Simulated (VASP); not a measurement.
A run of VASP 6.6.1:

Contents of INCAR:

```
SYSTEM = MgS
PREC = Accurate
ENCUT = 600
EDIFF = 1E-6
ISMEAR = 0
SIGMA = 0.02
LREAL = .False.
LASPH = .True.
NELM = 120
ALGO = Normal
ISIF = 2
LWAVE = .False.
LCHARG = .False.
GGA = CA
NBANDS = 11
GGA_COMPAT = .False.
```

Contents of KPOINTS:

```
regular mesh
0
Gamma
  6 6 6
  0 0 0
```

Contents of POSCAR:

```
MgS
1.0
    0.0000000000      2.5908405861      2.5518083098
    2.5908405861      0.0000000000      2.5518083098
    2.5908405861      2.5908405861      0.0000000000
Mg S
1 1
Direct
    0.0000000000      0.0000000000      0.0000000000
    0.5000000000      0.5000000000      0.5000000000
```

Potentials or basis: VASP PAW LDA potentials, release 64 (Mg, S).

Command:

```sh
$ cat potpaw_LDA.64/Mg/POTCAR potpaw_LDA.64/S/POTCAR > POTCAR
$ mpirun -np 1 vasp_std > vasp.out
```

Hardware: 1 thread of Intel Xeon 6975P-C (shared host).

How long does it take, and how much memory?

It took 14 s on 1 thread of Intel Xeon 6975P-C, with other jobs on the host, peak memory 0.15 GiB. Counts: scf iterations 12, k points 30.
